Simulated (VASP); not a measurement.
# MnSb (P6_3/mmc) in VASP: a series of runs, part 2 of 2

VASP 6.6.1. Earlier steps stand in the parts before.

## (4) Single point, PBEsol, collinear spin, ferromagnetic start

INCAR reads:

```
PREC = Accurate ; ENCUT = 520
EDIFF = 1E-6 ; ISMEAR = -1
SIGMA = 0.1 ; LREAL = False
LASPH = True ; NELM = 150
ALGO = Normal ; ISIF = 2
LWAVE = False ; LCHARG = False
ISPIN = 2 ; MAGMOM = 3.83 3.83 0 0
LORBIT = 11 ; NUPDOWN = 7.66
LMAXMIX = 4 ; GGA = PS
NBANDS = 30
```

KPOINTS reads:

```
Automatic mesh
0
Gamma
  9 9 6
```

POSCAR reads:

```
MnSb
1.0
    4.1500000000      0.0000000000      0.0000000000
   -2.0750000000      3.5940054257      0.0000000000
    0.0000000000      0.0000000000      5.7800000000
Mn Sb
2 2
Direct
    0.0000000000      0.0000000000      0.0000000000
    0.0000000000      0.0000000000      0.5000000000
    0.3333333333      0.6666666667      0.2500000000
    0.6666666667      0.3333333333      0.7500000000
```

Potentials or basis: VASP PAW PBE potentials, release 64 (Mn_pv, Sb).

Launch:

```
$ cat potpaw_PBE.64/Mn_pv/POTCAR potpaw_PBE.64/Sb/POTCAR > POTCAR
$ mpirun -np 1 vasp_std > vasp.out
```

OUTCAR:

```text
PREC = Accurate
   ENCUT = 520
   EDIFF = 1E-6
   ISMEAR = -1
   LREAL = False
   LASPH = True
   NELM = 150
   ISIF = 2
   ISPIN = 2
   LORBIT = 11
   NUPDOWN = 7.66
   GGA = PS

 ion  position               nearest neighbor table
   1  0.000  0.000  0.000-   3 2.80   4 2.80   3 2.80   4 2.80   4 2.80   3 2.80   2 2.89   2 2.89

   2  0.000  0.000  0.500-   3 2.80   4 2.80   3 2.80   4 2.80   4 2.80   3 2.80   1 2.89   1 2.89

   3  0.333  0.667  0.250-   1 2.80   2 2.80   1 2.80   2 2.80   1 2.80   2 2.80   4 3.75   4 3.75
[... 1822 lines left out ...]
      direct lattice vectors                 reciprocal lattice vectors
     4.150000000  0.000000000  0.000000000     0.240963855  0.139120547  0.000000000
    -2.075000000  3.594005426  0.000000000     0.000000000  0.278241094  0.000000000
     0.000000000  0.000000000  5.780000000     0.000000000  0.000000000  0.173010381

 POSITION                                       TOTAL-FORCE (eV/Angst)
 -----------------------------------------------------------------------------------
      0.00000      0.00000      0.00000         0.000000      0.000000      0.000000
      0.00000      0.00000      2.89000         0.000000      0.000000      0.000000
     -0.00000      2.39600      1.44500        -0.000000      0.000000     -0.000000
      2.07500      1.19800      4.33500         0.000000      0.000000      0.000000
 -----------------------------------------------------------------------------------
    total drift:                                0.000000     -0.000000      0.000000

  FREE ENERGIE OF THE ION-ELECTRON SYSTEM (eV)
  ---------------------------------------------------
  free  energy   TOTEN  =       -28.0737497154 eV

  energy  without entropy=      -28.0128785000  energy(sigma->0) =      -28.04331411

 total charge

# of ion       s       p       d       tot
------------------------------------------
    1        0.281   6.223   4.993  11.496
    2        0.281   6.223   4.993  11.496
    3        1.150   1.272   0.038   2.461
    4        1.150   1.272   0.038   2.461
--------------------------------------------------
tot          2.862  14.989  10.062  27.914

 magnetization (x)

# of ion       s       p       d       tot
------------------------------------------
    1        0.041   0.040   3.592   3.672
    2        0.041   0.040   3.592   3.672
    3        0.022  -0.090   0.010  -0.059
    4        0.022  -0.090   0.010  -0.059
--------------------------------------------------
tot          0.125  -0.100   7.203   7.228
```

stdout:

```text
POSCAR found type information on POSCAR MnSb
 POSCAR found :  2 types and       4 ions
 scaLAPACK will be used
 -----------------------------------------------------------------------------
|                                                                             |
|                                                                             |
|     You enforced a specific xc type in the INCAR file but a different       |
|     I HOPE YOU KNOW WHAT YOU ARE DOING!                                     |
|                                                                             |
 -----------------------------------------------------------------------------

 LDA part: xc-table for (Slater+PW92), standard interpolation
 POSCAR, INCAR and KPOINTS ok, starting setup
 FFT: planning ... GRIDC
 FFT: planning ... GRID_SOFT
 FFT: planning ... GRID
 WAVECAR not read
 entering main loop
```

It took 3.6 min on 1 thread of Oxide Virtual Turin-like, shared host; peak memory 0.33 GiB.

Results:

```
Free energy                                           : -28.0737 eV
Pressure                                              : -3.3 GPa
Net moment                                            : 7.66 μB per cell
Site moments                                          : Mn +3.67; Sb -0.06 μB
Valence electrons inside the program's atomic spheres : Mn 11.50; Sb 2.46
```

Stress tensor (GPa, compression positive):
```
-3.20  0.00  0.00
 0.00 -3.20  0.00
 0.00  0.00 -3.40
```

Caveat: the PAW data sets were made with another functional, which shifts forces and pressure a little; the total moment is fixed, so each spin has its own Fermi level; only a ferromagnetic start was run, and an antiferromagnetic order may lie lower in energy.

## (5) Summary

```tsv
fixed moment (μB)	pressure (GPa)	moment (μB)
-	-7.1	6.65
6.0	-9.5	6.00
7.66	-3.3	7.66
```

Alike in all rows: task single point; level PBEsol; potentials or basis VASP PAW PBE potentials, release 64 (Mn_pv, Sb); spin collinear, ferromagnetic start; cell as given; k mesh 9 × 9 × 6; cutoff (eV) 520; smearing fermi-dirac 0.1 eV.

Caveats: the PAW data sets were made with another functional, which shifts forces and pressure a little; only a ferromagnetic start was run, and an antiferromagnetic order may lie lower in energy; the total moment is fixed, so each spin has its own Fermi level (some runs).

Absolute energies hang on the potentials; compare differences alone.
